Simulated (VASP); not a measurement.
**MgS: single point with PBE**

The system is MgS.

```xyz
2
Lattice="0.0000 2.5884 2.5884 2.5884 0.0000 2.5884 2.5884 2.5884 0.0000" Properties=species:S:1:pos:R:3 pbc="T T T"
Mg    0.0000    0.0000    0.0000
S     2.5884    2.5884    2.5884
```

This cell differs from its parent crystal: volume changed by -3%.

```
Program             : VASP 6.6.1
Task                : single point
Functional          : PBE
Potentials or basis : VASP PAW PBE potentials, release 64 (Mg, S)
Cutoff              : 520 eV
k mesh              : 8 × 8 × 8
Occupations         : gaussian, width 0.01 eV
Spin                : no spin polarisation
```

| Item | Value |
| --- | --- |
| Pressure | 2.1 GPa |
| Band gap on the k mesh | 2.81 eV, indirect (least direct gap 3.83 eV) |

Levels at points of the mesh, in eV from the valence-band top:
```
           k point  band 1  band 2  band 3  band 4  band 5  band 6  band 7  band 8  band 9
(0.00, 0.00, 0.00)  -12.75    0.00    0.00    0.00    3.83    7.94    7.94    7.94   10.37
(0.50, 0.00, 0.00)  -11.41   -4.91   -0.61   -0.61    4.57    6.93    6.93   10.28   12.24
(0.50, 0.50, 0.00)  -11.03   -4.27   -1.72   -1.72    2.81    4.35   12.16   12.86   13.53
```

Wall time 27 s on 1 thread of AMD EPYC 7R13 (shared host), peak memory 0.13 GiB.

 A k mesh can miss the band edges.
